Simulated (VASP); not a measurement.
# AlO2 (Cmcm) in VASP: single point with PBE+D3(BJ)

Aim: the single point of AlO2 with PBE+D3(BJ).

Everything below comes from runs of VASP 6.6.1. Logs are shortened: lines on timing, memory, paths and dates and some standing lists are left out, and cuts for length are marked.

### Step 1. The cell of the first run

Symmetry: Cmcm, No. 63, orthorhombic system. The conventional cell has a = 2.956 Å, b = 10.612 Å, c = 3.635 Å, α = 90.00°, β = 90.00°, γ = 90.00°. Within 2.5 Å of Al (site symmetry m2m) lie 6 O at 1.86 to 2.00 Å. Within 2.6 Å of O (site symmetry m2m) lie 4 Al at 1.86 to 2.00 Å and 5 O at 2.51 to 2.53 Å. O (site symmetry m2m) has 2 Al at 1.87 Å and 3 O at 2.21 to 2.51 Å within 2.6 Å.

### Step 2. Single point, PBE+D3(BJ), collinear spin

Contents of INCAR:

```
PREC = Accurate
ENCUT = 600
EDIFF = 1E-6
ISMEAR = 0
SIGMA = 0.15
LREAL = F
LASPH = T
NELM = 200
ALGO = Normal
ISIF = 2
LWAVE = F
LCHARG = F
ISPIN = 2
MAGMOM = 0 0 0 0 0.8 0.8
LORBIT = 11
GGA = PE
IVDW = 12
NBANDS = 28
GGA_COMPAT = F
KPAR = 4
```

Contents of KPOINTS:

```
Automatic mesh
0
Gamma
  12 12 10
```

Contents of POSCAR:

```
AlO2
1.0
    1.4782141279     -5.3062068922      0.0000000000
    1.4782141279      5.3062068922      0.0000000000
    0.0000000000      0.0000000000      3.6353360568
Al O
2 4
Direct
    0.3323727374      0.6676272626      0.2500000000
    0.6676272626      0.3323727374      0.7500000000
    0.7047888588      0.2952111412      0.2500000000
    0.2952111412      0.7047888588      0.7500000000
    0.9409365801      0.0590634199      0.2500000000
    0.0590634199      0.9409365801      0.7500000000
```

Potentials or basis: VASP PAW PBE potentials, release 64 (Al, O).

Run with:

```console
cat potpaw_PBE.64/Al/POTCAR potpaw_PBE.64/O/POTCAR > POTCAR
mpirun -np 4 vasp_std > vasp.out
```

OUTCAR:

```text
PREC = Accurate
   ENCUT = 600
   EDIFF = 1E-6
   ISMEAR = 0
   LREAL = F
   LASPH = T
   NELM = 200
   ISIF = 2
   ISPIN = 2
   LORBIT = 11
   GGA = PE
   IVDW = 12
 IVDW          = 12

 ion  position               nearest neighbor table
   1  0.332  0.668  0.250-   4 1.86   4 1.86   5 1.87   5 1.87   3 2.00   3 2.00   2 2.92   2 2.92
                             2 2.92   2 2.92
   2  0.668  0.332  0.750-   3 1.86   3 1.86   6 1.87   6 1.87   4 2.00   4 2.00   1 2.92   1 2.92
                             1 2.92   1 2.92
   3  0.705  0.295  0.250-   2 1.86   2 1.86   1 2.00   1 2.00
   4  0.295  0.705  0.750-   1 1.86   1 1.86   2 2.00   2 2.00
   5  0.941  0.059  0.250-   1 1.87   1 1.87
   6  0.059  0.941  0.750-   2 1.87   2 1.87

  LATTYP: Found a base centered orthorhombic cell.
 ALAT       =     2.9564282558
 B/A-ratio  =     3.5896063987
 C/A-ratio  =     1.2296378408

  Lattice vectors:

 A1 = (   1.4782141279,  -5.3062068922,   0.0000000000)
 A2 = (   1.4782141279,   5.3062068922,   0.0000000000)
 A3 = (   0.0000000000,   0.0000000000,   3.6353360568)

Analysis of symmetry for initial positions (statically):
=====================================================================
 Subroutine PRICEL returns:
 Original cell was already a primitive cell.

 Routine SETGRP: Setting up the symmetry group for a
 base centered orthorhombic supercell.

 Subroutine GETGRP returns: Found  8 space group operations
 (whereof  4 operations were pure point group operations)
 out of a pool of  8 trial point group operations.

The static configuration has the point symmetry C_2h.
 The point group associated with its full space group is D_2h.

Analysis of symmetry for dynamics (positions and initial velocities):
=====================================================================
 Subroutine PRICEL returns:
 Original cell was already a primitive cell.

 Routine SETGRP: Setting up the symmetry group for a
 base centered orthorhombic supercell.

 Subroutine GETGRP returns: Found  8 space group operations
 (whereof  4 operations were pure point group operations)
 out of a pool of  8 trial point group operations.

The dynamic configuration has the point symmetry C_2h.
 The point group associated with its full space group is D_2h.

Analysis of structural, dynamic, and magnetic symmetry:
=====================================================================
 Subroutine PRICEL returns:
 Original cell was already a primitive cell.

 Routine SETGRP: Setting up the symmetry group for a
 base centered orthorhombic supercell.

 Subroutine GETGRP returns: Found  8 space group operations
 (whereof  4 operations were pure point group operations)
 out of a pool of  8 trial point group operations.

The overall configuration has the point symmetry C_2h.
 The point group associated with its full space group is D_2h.

 Subroutine INISYM returns: Found  8 space group operations
 (whereof  4 operations are pure point group operations),
 and found     1 'primitive' translations

----------------------------------------------------------------------------------------

                                     Primitive cell

  volume of cell :      57.0290

  direct lattice vectors                    reciprocal lattice vectors
     1.478214128 -5.306206892  0.000000000     0.338245989 -0.094229270  0.000000000
     1.478214128  5.306206892  0.000000000     0.338245989  0.094229270  0.000000000
     0.000000000  0.000000000  3.635336057     0.000000000  0.000000000  0.275077733

  length of vectors
     5.508261848  5.508261848  3.635336057     0.351126052  0.351126052  0.275077733

  position of ions in fractional coordinates (direct lattice)
     0.332372737  0.667627263  0.250000000
     0.667627263  0.332372737  0.750000000
     0.704788859  0.295211141  0.250000000
     0.295211141  0.704788859  0.750000000
     0.940936580  0.059063420  0.250000000
     0.059063420  0.940936580  0.750000000

  ion indices of the primitive-cell ions
   primitive index   ion index
                 1           1
                 2           2
                 3           3
[... 37 lines left out ...]
  0.416667 -0.000000  0.000000      4.000000
[... 16 lines left out ...]
  0.500000  0.166667  0.000000      4.000000
 -0.416667  0.166667  0.000000      4.000000
 [... further k-points ...]
   k-points           NKPTS =    258   k-points in BZ     NKDIM =    258   number of bands    NBANDS=     28
   number of dos      NEDOS =    301   number of ions     NIONS =      6
   total plane-waves  NPLWV =  69120
   dimension x,y,z NGX =    48 NGY =   48 NGZ =   30
   dimension x,y,z NGXF=    96 NGYF=   96 NGZF=   60
   ions per type =               2   4
   NGX,Y,Z   is equivalent  to a cutoff of  14.49, 14.49, 13.72 a.u.
   NGXF,Y,Z  is equivalent  to a cutoff of  28.97, 28.97, 27.44 a.u.
 SYSTEM =  unknown system
   PREC   = accura    normal or accurate (medium, high low for compatibility)
   ISTART =      0    job   : 0-new  1-cont  2-samecut
   ICHARG =      2    charge: 1-file 2-atom 10-const
   ISPIN  =      2    spin polarized calculation?
   LNONCOLLINEAR =      F non collinear calculations
   LSORBIT =      F    spin-orbit coupling
   LASPH  =      T    aspherical Exc in radial PAW
   ENCUT  =  600.0 eV  44.10 Ry    6.64 a.u.  11.00 11.00  7.26*2*pi/ulx,y,z
   NELM   =    200;   NELMIN=  2; NELMDL= -5     # of ELM steps
   EDIFF  = 0.1E-05   stopping-criterion for ELM
   LREAL  =      F    real-space projection
   EDIFFG = 0.1E-04   stopping-criterion for IOM
   NSW    =      0    number of steps for IOM
   IBRION =     -1    ionic relax: 0-MD 1-quasi-New 2-CG
   NFREE  =      0    steps in history (QN), initial steepest desc. (CG)
   ISIF   =      2    stress and relaxation
   ISYM   =      2    0-nonsym 1-usesym 2-fastsym
   POTIM  = 0.5000    time-step for ionic-motion
   TEBEG  =    0.0;   TEEND  =   0.0 temperature during run
   PSTRESS=    0.0 pullay stress
   NELECT =      30.0000    total number of electrons
   NUPDOWN=      -1.0000    fix difference up-down
   EMIN   =  10.00;   EMAX   =-10.00  energy-range for DOS
   EFERMI =   0.00;   METHOD = LEGACY
   ISMEAR =     0;   SIGMA  =   0.15  broadening in eV -4-tet -1-fermi 0-gaus
   EFERMI_NEDOS =   21; number of points for ismear=-14 and -15
   IALGO  =     38    algorithm
   IMIX   =      4    mixing-type and parameters
     AMIX     =   0.40;   BMIX     =  1.00
     AMIX_MAG =   1.60;   BMIX_MAG =  1.00
  volume/ion in A,a.u.               =       9.50        64.14
  Fermi-wavevector in a.u.,A,eV,Ry     =   1.321549  2.497365 23.762457  1.746491
  Thomas-Fermi vector in A             =   2.451295
   LORBIT       =     11    0 simple, 1 ext, 2 COOP (PROOUT), +10 PAW based schemes
   GGA     = PE    functional components
   LHFCALC =     F    Hartree Fock is set to
   AEXX    =    0.0000 exact exchange contribution
   IVDW    =    12    specifies the selected vdW correction
   LEPSILON=     F    determine dielectric tensor
   LRPA    =     F    only Hartree local field effects (RPA)
 spin polarized calculation
 Gauss-broadening in eV      SIGMA  =   0.15
  energy-cutoff  :      600.00
  volume of cell :       57.03
 maximum number of plane-waves:      1924
 NGX is ok and might be reduce to    48
   NGX = 21   NGY = 21   NGZ = 15

 number of electron      29.9999995 magnetization       1.8574119

 Free energy of the ion-electron system (eV)
  ---------------------------------------------------
  ext. energy  EPLUGINS =         0.00000000
  ---------------------------------------------------
  free energy    TOTEN  =       -39.89479143 eV

  energy without entropy =      -39.88389377  energy(sigma->0) =      -39.88934260

 E-fermi :   4.1839     XC(G=0): -10.9332

 val. band max:        4.1818752239   @ k =  -0.3333   0.3333   0.4000
 cond. band min:       4.1889901744   @ k =   0.5000   0.2500   0.0000
 fundamental gap:      0.0071149504
 Fermi energy:         4.1839357824

 spin component 1

 k-point     1 :       0.0000    0.0000    0.0000
  band No.  band energies     occupation
      1     -15.3911      1.00000
      2     -13.5621      1.00000
      3     -12.9033      1.00000
      4     -12.1624      1.00000
      5      -1.8318      1.00000
      6      -0.4820      1.00000
[... 709 lines left out ...]
     26      19.9808      0.00000
     27      20.1855      0.00000

 [... further k-points ...]

 spin component 2

 k-point     1 :       0.0000    0.0000    0.0000
  band No.  band energies     occupation
      1     -14.9832      1.00000
      2     -12.5961      1.00000
      3     -12.0668      1.00000
      4     -11.5819      1.00000
      5      -1.6307      1.00000
      6       0.1181      1.00000
[... 709 lines left out ...]
     26      20.2001      0.00000
     27      20.3561      0.00000

 [... further k-points ...]

 [bands above 27 left out]

------------------------ aborting loop because EDIFF is reached ----------------------------------------

 Edisp (eV)   -1.08863

 E8    (eV) :    -0.3953

  FORCE on cell =-STRESS in cart. coord.  units (eV):
  Direction    XX          YY          ZZ          XY          YZ          ZX
  --------------------------------------------------------------------------------------
  -------------------------------------------------------------------------------------
  Total      -0.11358    -0.13186    -0.18795     0.00000    -0.00000     0.00000
  in kB      -3.19092    -3.70458    -5.28016     0.00000    -0.00000     0.00000
  external pressure =       -4.06 kB  Pullay stress =        0.00 kB

 VOLUME and BASIS-vectors are now :
 -----------------------------------------------------------------------------
  energy-cutoff  :      600.00
  volume of cell :       57.03
      direct lattice vectors                 reciprocal lattice vectors
     1.478214128 -5.306206892  0.000000000     0.338245989 -0.094229270  0.000000000
     1.478214128  5.306206892  0.000000000     0.338245989  0.094229270  0.000000000
     0.000000000  0.000000000  3.635336057     0.000000000  0.000000000  0.275077733

 POSITION                                       TOTAL-FORCE (eV/Angst)
 -----------------------------------------------------------------------------------
      1.47821      1.77893      0.90883         0.000000     -0.014711     -0.000000
      1.47821     -1.77893      2.72650         0.000000      0.014711     -0.000000
      1.47821     -2.17330      0.90883         0.000000     -0.000573      0.000000
      1.47821      2.17330      2.72650         0.000000      0.000573     -0.000000
      1.47821     -4.67940      0.90883         0.000000     -0.023525     -0.000000
      1.47821      4.67940      2.72650         0.000000      0.023525      0.000000
 -----------------------------------------------------------------------------------
    total drift:                               -0.000000     -0.000000      0.000000

  FREE ENERGIE OF THE ION-ELECTRON SYSTEM (eV)
  ---------------------------------------------------
  free  energy   TOTEN  =       -40.9834184081 eV

  energy  without entropy=      -40.9725207460  energy(sigma->0) =      -40.97796958

 total charge

# of ion       s       p       d       tot
------------------------------------------
    1        0.312   0.398   0.000   0.710
    2        0.312   0.398   0.000   0.710
    3        1.552   3.607   0.000   5.159
    4        1.552   3.607   0.000   5.159
    5        1.583   3.322   0.000   4.905
    6        1.583   3.322   0.000   4.905
--------------------------------------------------
tot          6.894  14.653   0.000  21.547

 magnetization (x)

# of ion       s       p       d       tot
------------------------------------------
    1       -0.004  -0.002   0.000  -0.006
    2       -0.004  -0.002   0.000  -0.006
    3        0.002   0.087   0.000   0.089
    4        0.002   0.087   0.000   0.089
    5        0.023   0.687   0.000   0.710
    6        0.023   0.687   0.000   0.710
--------------------------------------------------
tot          0.041   1.544   0.000   1.585
```

It took 5 min on 4 MPI ranks of Intel Xeon Platinum 8124M at 3.00GHz (Skylake/Cascade Lake), shared host; peak memory 0.77 GiB.

Results:

```
Free energy                                           : -40.9834 eV
Pressure                                              : -0.4 GPa
Largest force                                         : 0.024 eV/Å
Net moment                                            : 1.86 μB per cell
Site moments                                          : Al -0.01; O +0.09, +0.71 (each value once) μB
Valence electrons inside the program's atomic spheres : Al 0.71; O 5.16, 4.91 (each value once)
Dispersion energy per atom                            : -0.181 eV
```

Forces on the atoms (eV/Å):
```
Al   0.000 -0.015  0.000
Al   0.000  0.015  0.000
O    0.000 -0.001  0.000
O    0.000  0.001  0.000
O    0.000 -0.024  0.000
O    0.000  0.024  0.000
```

Stress tensor (GPa, compression positive):
```
-0.32  0.00  0.00
 0.00 -0.37  0.00
 0.00  0.00 -0.53
```

Levels at points of the mesh, in eV from the Fermi level:
Spin up:
| k point | band 14 | band 15 | band 16 | band 17 | band 18 | band 19 |
| --- | --- | --- | --- | --- | --- | --- |
| (0.00, 0.00, 0.00) | -0.37 | -0.28 | -0.26 | 6.19 | 8.81 | 10.17 |
| (0.50, 0.00, 0.00) | -1.12 | -0.90 | -0.64 | 10.24 | 10.40 | 11.63 |
| (0.50, 0.50, 0.00) | -1.48 | -0.56 | -0.27 | 7.60 | 7.94 | 9.26 |
| (0.00, 0.00, 0.50) | -1.12 | -0.75 | -0.75 | 8.92 | 8.92 | 9.92 |
| (0.50, 0.00, 0.50) | -1.19 | -0.34 | -0.34 | 10.53 | 10.53 | 12.03 |
| (0.50, 0.50, 0.50) | -1.58 | -0.12 | -0.12 | 9.09 | 9.09 | 10.21 |
Spin down:
| k point | band 10 | band 11 | band 12 | band 13 | band 14 | band 15 | band 16 | band 17 | band 18 | band 19 |
| --- | --- | --- | --- | --- | --- | --- | --- | --- | --- | --- |
| (0.00, 0.00, 0.00) | -1.93 | -1.79 | -1.18 | -0.89 | -0.13 | 0.83 | 1.36 | 6.44 | 8.85 | 10.32 |
| (0.50, 0.00, 0.00) | -3.63 | -1.95 | -1.65 | -1.36 | -0.56 | 0.14 | 1.37 | 10.39 | 10.53 | 11.74 |
| (0.50, 0.50, 0.00) | -1.62 | -1.22 | -1.00 | -0.91 | -0.89 | -0.13 | 1.41 | 7.81 | 8.25 | 9.34 |
| (0.00, 0.00, 0.50) | -1.77 | -1.44 | -1.44 | -0.46 | -0.46 | 0.96 | 0.96 | 9.17 | 9.17 | 10.15 |
| (0.50, 0.00, 0.50) | -3.18 | -1.81 | -1.81 | -0.86 | -0.86 | 1.33 | 1.33 | 10.66 | 10.66 | 12.29 |
| (0.50, 0.50, 0.50) | -1.88 | -1.76 | -1.76 | -1.31 | -1.31 | 1.45 | 1.45 | 9.38 | 9.38 | 10.39 |
